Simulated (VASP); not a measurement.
Here is a VASP 6.6.1 calculation.

File INCAR:

```
SYSTEM = Ni
ALGO = Normal
EDIFF = 1E-6
ENCUT = 520
GGA = PS
ISIF = 2
ISMEAR = -1
LASPH = .TRUE.
LCHARG = .FALSE.
LREAL = .FALSE.
LWAVE = .FALSE.
NBANDS = 28
NELM = 100
PREC = Accurate
SIGMA = 0.1
```

KPOINTS

```
k-points
0
G
  17 17 5
  0 0 0
```

File POSCAR:

```
Ni
1.0
    2.4772792935      0.0000000000      0.0000000000
   -1.2386396467      2.1453868004      0.0000000000
    0.0000000000      0.0000000000      8.1154488935
Ni
4
Direct
    1.0000000000      1.0000000000      0.0000000000
    1.0000000000      1.0000000000      0.5000000000
    0.3333333333      0.6666666667      0.2500000000
    0.6666666667      0.3333333333      0.7500000000
```

Potentials or basis: VASP PAW PBE potentials, release 64 (Ni).

Run with:

```console
$ cat potpaw_PBE.64/Ni/POTCAR > POTCAR
$ mpirun -np 1 vasp_std > vasp.out
```

Q: What does it give for the band gap on the k mesh?

A: Zero (bands 20 and 21 overlap by 0.57 eV).

Q: Estimate the pressure.

A: -8.1 GPa.

Caveat: the cell stands under tension; the PAW data sets were made with another functional, which shifts forces and pressure a little; the run has no spin polarisation, though such a crystal can be magnetic. Spin polarisation is off, so any magnetic state and its effect on volume and gap are missing.
